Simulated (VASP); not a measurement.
# NaF (P1) in VASP: relaxation of cell and atoms with PBE

Aim: the relaxation of cell and atoms of NaF with PBE.

Program: VASP 6.6.1. These are calculated values, not measurements. Logs are shortened: lines on timing, memory, paths and dates and some standing lists are left out, and cuts for length are marked.

### 1 The cell of the first run

The typed cell holds 8 atoms: a = 3.578 Å, b = 5.962 Å, c = 5.939 Å, α = 103.47°, β = 97.24°, γ = 95.01°.

### 2 Relaxation of cell and atoms, PBE

Input file INCAR:

```
PREC = Accurate
ENCUT = 600
EDIFF = 1E-6
ISMEAR = 0
SIGMA = 0.1
LREAL = F
LASPH = T
NELM = 60
ALGO = Normal
ISIF = 3
LWAVE = F
LCHARG = F
GGA = PE
IBRION = 2
NSW = 80
EDIFFG = -0.025
```

Input file KPOINTS:

```
regular mesh
0
Gamma
  4 4 4
```

Input file POSCAR:

```
NaF
1.0
   -1.6539044689     -3.1733528197     -0.0048604201
   -5.0262208417      3.2068850622     -0.0150977592
    1.6526685637     -0.0081494890     -5.7049297198
Na F
4 4
Direct
    0.6148193841      0.5813243361      0.3850173288
    0.1075211613      0.0916518488      0.3597981707
    0.4613452773      0.9863315067      0.8688295101
    0.9956047872      0.4597010610      0.8243396012
    0.8627210392      0.9372904048      0.6512304692
    0.3369806748      0.3745153062      0.6550829061
    0.3369282378      0.8031364413      0.1421986748
    0.7840794383      0.2660490953      0.1135033393
```

Potentials or basis: VASP PAW PBE potentials, release 64 (Na_pv, F).

The run is started by

```bash
> cat potpaw_PBE.64/Na_pv/POTCAR potpaw_PBE.64/F/POTCAR > POTCAR
> mpirun -np 1 vasp_std > vasp.out
```

OUTCAR:

```text
PREC = Accurate
   ENCUT = 600
   EDIFF = 1E-6
   ISMEAR = 0
   LREAL = F
   LASPH = T
   NELM = 60
   ISIF = 3
   GGA = PE
   IBRION = 2
   NSW = 80
   EDIFFG = -0.025

 ion  position               nearest neighbor table
   1  0.615  0.581  0.385-
   2  0.108  0.092  0.360-   6 2.15   7 2.19   8 2.25
   3  0.461  0.986  0.869-   5 2.05   8 2.08   7 2.23   5 2.32
   4  0.996  0.460  0.824-   6 1.71
   5  0.863  0.937  0.651-   3 2.05   3 2.32
   6  0.337  0.375  0.655-   4 1.71   2 2.15
   7  0.337  0.803  0.142-   2 2.19   3 2.23
   8  0.784  0.266  0.114-   3 2.08   2 2.25

  LATTYP: Found a triclinic cell.
 ALAT       =     3.5784901473
 B/A-ratio  =     1.8667759335
 C/A-ratio  =     1.8265619610
 COS(alpha) =     0.0003556709
 COS(beta)  =     0.4329087587
 COS(gamma) =     0.4577242605

  Lattice vectors:

 A1 = (  -1.6539044689,  -3.1733528197,  -0.0048604201)
 A2 = (  -6.6801253106,   0.0335322425,  -0.0199581793)
 A3 = (  -0.0012359052,  -3.1815023087,  -5.7097901399)

Analysis of symmetry for initial positions (statically):
=====================================================================
 Subroutine PRICEL returns:
 Original cell was already a primitive cell.

 Routine SETGRP: Setting up the symmetry group for a
 triclinic supercell.

 Subroutine GETGRP returns: Found  1 space group operations
 (whereof  1 operations were pure point group operations)
 out of a pool of  2 trial point group operations.

The static configuration has the point symmetry C_1 .

Analysis of symmetry for dynamics (positions and initial velocities):
=====================================================================
 Subroutine PRICEL returns:
 Original cell was already a primitive cell.

 Routine SETGRP: Setting up the symmetry group for a
 triclinic supercell.

 Subroutine GETGRP returns: Found  1 space group operations
 (whereof  1 operations were pure point group operations)
 out of a pool of  2 trial point group operations.

The dynamic configuration has the point symmetry C_1 .

 Subroutine INISYM returns: Found  1 space group operations
 (whereof  1 operations are pure point group operations),
 and found     1 'primitive' translations

----------------------------------------------------------------------------------------

                                     Primitive cell

  volume of cell :     121.3567

  direct lattice vectors                    reciprocal lattice vectors
    -1.653904469 -3.173352820 -0.004860420    -0.150755410 -0.236486256 -0.043334712
    -5.026220842  3.206885062 -0.015097759    -0.149177733  0.077815584 -0.043326652
     1.652668564 -0.008149489 -5.704929720     0.000523229 -0.000004456 -0.175135416

  length of vectors
     3.578490147  5.962150258  5.939495172     0.283779563  0.173742510  0.175136198

  position of ions in fractional coordinates (direct lattice)
     0.614819384  0.581324336  0.385017329
     0.107521161  0.091651849  0.359798171
     0.461345277  0.986331507  0.868829510
     0.995604787  0.459701061  0.824339601
     0.862721039  0.937290405  0.651230469
     0.336980675  0.374515306  0.655082906
     0.336928238  0.803136441  0.142198675
     0.784079438  0.266049095  0.113503339

  ion indices of the primitive-cell ions
   primitive index   ion index
                 1           1
                 2           2
                 3           3
                 4           4
                 5           5
                 6           6
                 7           7
                 8           8

----------------------------------------------------------------------------------------

 KPOINTS: regular mesh

Automatic generation of k-mesh.
 Grid dimensions read from file:
 generate k-points for:    4    4    4

 Generating k-lattice:

  Cartesian coordinates                     Fractional coordinates (reciprocal lattice)
    -0.037688853 -0.059121564 -0.010833678     0.250000000  0.000000000 -0.000000000
    -0.037294433  0.019453896 -0.010831663     0.000000000  0.250000000  0.000000000
     0.000130807 -0.000001114 -0.043783854    -0.000000000 -0.000000000  0.250000000

  Length of vectors
     0.070944891  0.043435628  0.043784049

  Shift w.r.t. Gamma in fractional coordinates (k-lattice)
     0.000000000  0.000000000  0.000000000

 Subroutine IBZKPT returns following result:
 ===========================================

 Found     36 irreducible k-points:

 Following reciprocal coordinates:
            Coordinates               Weight
  0.000000  0.000000  0.000000      1.000000
  0.250000 -0.000000 -0.000000      2.000000
  0.500000 -0.000000 -0.000000      1.000000
 -0.000000  0.250000 -0.000000      2.000000
  0.250000  0.250000 -0.000000      2.000000
  0.500000  0.250000 -0.000000      2.000000
[... 16 lines left out ...]
 -0.000000 -0.250000  0.250000      2.000000
  0.250000 -0.250000  0.250000      2.000000
 [... further k-points ...]
   k-points           NKPTS =     36   k-points in BZ     NKDIM =     36   number of bands    NBANDS=     33
   number of dos      NEDOS =    301   number of ions     NIONS =      8
   total plane-waves  NPLWV =  69120
   dimension x,y,z NGX =    30 NGY =   48 NGZ =   48
   dimension x,y,z NGXF=    60 NGYF=   96 NGZF=   96
   ions per type =               4   4
   NGX,Y,Z   is equivalent  to a cutoff of  13.94, 13.38, 13.44 a.u.
   NGXF,Y,Z  is equivalent  to a cutoff of  27.87, 26.77, 26.87 a.u.
 SYSTEM =  unknown system
   PREC   = accura    normal or accurate (medium, high low for compatibility)
   ISTART =      0    job   : 0-new  1-cont  2-samecut
   ICHARG =      2    charge: 1-file 2-atom 10-const
   ISPIN  =      1    spin polarized calculation?
   LNONCOLLINEAR =      F non collinear calculations
   LSORBIT =      F    spin-orbit coupling
   LASPH  =      T    aspherical Exc in radial PAW
   ENCUT  =  600.0 eV  44.10 Ry    6.64 a.u.   7.15 11.91 11.86*2*pi/ulx,y,z
   NELM   =     60;   NELMIN=  2; NELMDL= -5     # of ELM steps
   EDIFF  = 0.1E-05   stopping-criterion for ELM
   LREAL  =      F    real-space projection
   EDIFFG = -.3E-01   stopping-criterion for IOM
   NSW    =     80    number of steps for IOM
   IBRION =      2    ionic relax: 0-MD 1-quasi-New 2-CG
   NFREE  =      1    steps in history (QN), initial steepest desc. (CG)
   ISIF   =      3    stress and relaxation
   ISYM   =      2    0-nonsym 1-usesym 2-fastsym
   POTIM  = 0.5000    time-step for ionic-motion
   TEBEG  =    0.0;   TEEND  =   0.0 temperature during run
   PSTRESS=    0.0 pullay stress
   NELECT =      56.0000    total number of electrons
   NUPDOWN=      -1.0000    fix difference up-down
   EMIN   =  10.00;   EMAX   =-10.00  energy-range for DOS
   EFERMI =   0.00;   METHOD = LEGACY
   ISMEAR =     0;   SIGMA  =   0.10  broadening in eV -4-tet -1-fermi 0-gaus
   EFERMI_NEDOS =   21; number of points for ismear=-14 and -15
   IALGO  =     38    algorithm
   IMIX   =      4    mixing-type and parameters
     AMIX     =   0.40;   BMIX     =  1.00
     AMIX_MAG =   1.60;   BMIX_MAG =  1.00
  volume/ion in A,a.u.               =      15.17       102.37
  Fermi-wavevector in a.u.,A,eV,Ry     =   1.265075  2.390645 21.774964  1.600415
  Thomas-Fermi vector in A             =   2.398347
   LORBIT       =      0    0 simple, 1 ext, 2 COOP (PROOUT), +10 PAW based schemes
   GGA     = PE    functional components
   LHFCALC =     F    Hartree Fock is set to
   AEXX    =    0.0000 exact exchange contribution
   IVDW    =     0    specifies the selected vdW correction
   LEPSILON=     F    determine dielectric tensor
   LRPA    =     F    only Hartree local field effects (RPA)
 conjugate gradient relaxation of ions
 non-spin polarized calculation
 Gauss-broadening in eV      SIGMA  =   0.10
  energy-cutoff  :      600.00
  volume of cell :      121.36
 maximum number of plane-waves:      4076
 NGX is ok and might be reduce to    30
   NGX = 15   NGY = 23   NGZ = 23

--------------------------------------- Ionic step        1  -------------------------------------------

 number of electron      56.0000013 magnetization

 Free energy of the ion-electron system (eV)
  ---------------------------------------------------
  ext. energy  EPLUGINS =         0.00000000
  ---------------------------------------------------
  free energy    TOTEN  =       -32.08106822 eV

  energy without entropy =      -32.08106822  energy(sigma->0) =      -32.08106822

------------------------ aborting loop because EDIFF is reached ----------------------------------------

  FORCE on cell =-STRESS in cart. coord.  units (eV):
  Direction    XX          YY          ZZ          XY          YZ          ZX
  --------------------------------------------------------------------------------------
  -------------------------------------------------------------------------------------
  Total       -0.1914237      6.0325955      3.3631434      2.3067352     -5.1859557     -0.6715187
  in kB       -2.5272174     79.6436368     44.4009504     30.4540191    -68.4661133     -8.8655360
  external PRESSURE =      40.5057899 kB  Pullay stress =       0.0000000 kB
[... 107 lines left out ...]
  FREE ENERGIE OF THE ION-ELECTRON SYSTEM (eV)
  ---------------------------------------------------
  free  energy   TOTEN  =       -33.2426753799 eV

  energy  without entropy=      -33.2426753799  energy(sigma->0) =      -33.24267538

[... ionic steps 4 to 39 ...]

--------------------------------------- Ionic step       40  -------------------------------------------

 number of electron      55.9999987 magnetization

------------------------ aborting loop because EDIFF is reached ----------------------------------------
[... 79 lines left out ...]
--------------------------------------- Ionic step       42  -------------------------------------------

 number of electron      55.9999987 magnetization

 Free energy of the ion-electron system (eV)
  ---------------------------------------------------
  ext. energy  EPLUGINS =         0.00000000
  ---------------------------------------------------
  free energy    TOTEN  =       -34.31913585 eV

  energy without entropy =      -34.31913585  energy(sigma->0) =      -34.31913585

 E-fermi :  -1.7554     XC(G=0):  -8.9768

 val. band max:       -2.2429587218   @ k =   0.0000   0.0000   0.0000
 cond. band min:       3.8613944696   @ k =   0.0000   0.0000   0.0000
 fundamental gap:      6.1043531914
 Fermi energy:        -1.7554153379

 k-point     1 :       0.0000    0.0000    0.0000
  band No.  band energies     occupation
      1     -22.0223      2.00000
      2     -22.0222      2.00000
      3     -21.4252      2.00000
      4     -21.3574      2.00000
      5     -21.3501      2.00000
      6     -21.3494      2.00000
[... 853 lines left out ...]
     32       8.9493      0.00000
     33      10.6932      0.00000

 [... further k-points ...]

------------------------ aborting loop because EDIFF is reached ----------------------------------------

  FORCE on cell =-STRESS in cart. coord.  units (eV):
  Direction    XX          YY          ZZ          XY          YZ          ZX
  --------------------------------------------------------------------------------------
  -------------------------------------------------------------------------------------
  Total        0.0036556      0.0243944     -0.0073134      0.0202746      0.0110545     -0.0062682
  in kB        0.0567018      0.3783790     -0.1134368      0.3144773      0.1714654     -0.0972245
  external PRESSURE =       0.1072147 kB  Pullay stress =       0.0000000 kB
[... 23 lines left out ...]
  FREE ENERGIE OF THE ION-ELECTRON SYSTEM (eV)
  ---------------------------------------------------
  free  energy   TOTEN  =       -34.3191358505 eV

  energy  without entropy=      -34.3191358505  energy(sigma->0) =      -34.31913585

 reached required accuracy - stopping structural energy minimisation
```

It took 50 min on 1 thread of Intel Xeon Platinum 8488C (Sapphire Rapids), shared host; peak memory 0.33 GiB.

What came out:

| Item | Value |
| --- | --- |
| Free energy | -34.3191 eV |
| Relaxed volume | 12.91 Å³/atom |
| Relaxed cell | a = 3.316 Å, b = 5.747 Å, c = 5.747 Å, α = 109.37°, β = 90.07°, γ = 90.06° |
| Space group after relaxing (to 0.1 Å) | Fm-3m (No. 225) |
| Energy gained by relaxing | 279.8 meV/atom |
| Ionic steps | 42 |
| Pressure after relaxing | 0.0 GPa |
| Largest force after relaxing | 0.017 eV/Å |
| Band gap on the k mesh | 6.10 eV |

Forces on the atoms (eV/Å):
```
Na   0.004  0.008  0.015
Na  -0.004  0.011 -0.013
Na   0.003 -0.005  0.011
Na  -0.005  0.000 -0.008
F   -0.002 -0.009  0.002
F   -0.001  0.002 -0.003
F    0.001  0.001 -0.007
F    0.003 -0.009  0.001
```

The path:
| step | energy change (eV) | largest force (eV/Å) | pressure (GPa) | volume (Å³) |
| --- | --- | --- | --- | --- |
| 1 | 0.0000 | 6.3190 | 4.05 | 121.36 |
| 3 | -1.1616 | 0.8202 | -1.11 | 125.84 |
| 5 | -1.1768 | 0.7607 | -1.39 | 126.81 |
| 7 | -1.4122 | 0.3329 | 0.21 | 119.25 |
| 9 | -1.4375 | 0.1950 | 0.05 | 119.28 |
| 11 | -1.4521 | 0.1638 | 0.13 | 118.94 |
| 13 | -1.4673 | 0.1740 | -0.30 | 120.26 |
| 15 | -1.4875 | 0.1990 | -0.25 | 119.39 |
| 17 | -1.5158 | 0.3785 | -0.14 | 115.02 |
| 19 | -1.5308 | 0.4048 | -0.31 | 114.48 |
| 21 | -1.6008 | 0.5355 | -0.64 | 111.93 |
| 23 | -1.6183 | 0.6027 | -0.68 | 110.85 |
| 25 | -1.6601 | 0.6211 | -0.16 | 107.94 |
| 27 | -1.7346 | 0.5422 | -0.20 | 107.64 |
| 29 | -1.9664 | 0.8707 | 0.17 | 105.83 |
| 31 | -2.0424 | 0.5790 | -0.23 | 106.00 |
| 33 | -2.1445 | 0.2695 | -0.35 | 105.13 |
| 35 | -2.2241 | 0.1269 | 0.64 | 102.07 |
| 37 | -2.2341 | 0.0610 | -0.23 | 103.93 |
| 39 | -2.2373 | 0.0368 | 0.01 | 103.29 |
| 41 | -2.2373 | 0.0387 | 0.06 | 103.20 |
| 42 | -2.2381 | 0.0174 | 0.01 | 103.29 |

Final structure:
```
Na F
1.0
    -1.63828   -2.87252   -0.23993
    -4.99295    2.83254    0.26371
     1.63851   -0.46799   -5.48834
Na F
4 4
Direct
  0.43830 0.56311 0.37624
  0.93860 0.06131 0.37383
  0.43679 0.06351 0.87595
  0.93726 0.56174 0.87420
  0.93645 0.81315 0.62566
  0.43787 0.31177 0.62431
  0.43773 0.81196 0.12412
  0.93698 0.31344 0.12569
```

Levels at points of the mesh, in eV from the valence-band top:
```tsv
k point	band 26	band 27	band 28	band 29	band 30	band 31
(0.00, 0.00, 0.00)	-0.01	0.00	0.00	6.10	10.55	10.55
(0.50, 0.00, 0.00)	-0.53	-0.24	-0.24	10.11	10.12	12.96
(0.00, 0.50, 0.00)	-0.12	-0.12	-0.12	7.93	7.93	11.19
(0.50, 0.50, 0.00)	-0.32	-0.31	-0.31	11.18	11.18	11.19
(0.00, 0.00, 0.50)	-0.12	-0.12	-0.12	7.93	7.93	11.19
(0.50, 0.00, 0.50)	-0.32	-0.31	-0.31	11.18	11.18	11.19
(0.00, 0.50, 0.50)	-0.21	-0.20	-0.20	8.48	8.48	10.10
(0.50, 0.50, 0.50)	-0.24	-0.24	-0.24	10.56	10.56	12.16
```

Caveat: the k points lie up to 0.47 Å⁻¹ apart in the final cell.
